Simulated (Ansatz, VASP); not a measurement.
## Two plane-wave programs on MoC2

```xyz
3
Lattice="4.3125 0.0000 0.0000 0.0000 4.3125 0.0000 0.0000 0.0000 6.0988" Properties=species:S:1:pos:R:3 pbc="T T T"
Mo    0.0000    0.0000    0.0000
C     2.1563    0.0000    1.5247
C     0.0000    2.1563    4.5741
```

Change from the starting cell: ordered vacancies on the cation sites of zinc blende (P-4m2, No. 115).

Alike in both runs: task relaxation of cell and atoms; functional PBE; k mesh 4 × 4 × 4; occupations gaussian, width 0.1 eV; no spin polarisation.

|  | VASP | Ansatz |
| --- | --- | --- |
| version | VASP 6.6.1 | Ansatz 0.2.0 |
| potentials or method | VASP PAW PBE potentials, release 64 (Mo_sv, C), cutoff 600 eV | scalar-relativistic, plane waves, PAW |
| valence electrons in the cell | 22 | 22 |

VASP gave:

- gap on the k mesh at the Fermi level, each at its own relaxed structure (eV): none
- relaxed volume (Å³/atom): 9.96
- relaxed length of the cell vector where the two differ most in proportion (Å): 3.016

Task: What did Ansatz give for the same quantities?

Result: gap on the k mesh at the Fermi level, each at its own relaxed structure (eV): none; relaxed volume (Å³/atom): 21.16; relaxed length of the cell vector where the two differ most in proportion (Å): 5.453.

A gap of «none» marks a metal or a gap that the smearing closes. One of these differences is far larger than is usual between the two programs; its cause wasn't traced.

The k mesh is coarse, so the values compare programs but aren't converged. Noted on VASP's run: the volume moved by over 15 % at a fixed basis, so the end points are rough.
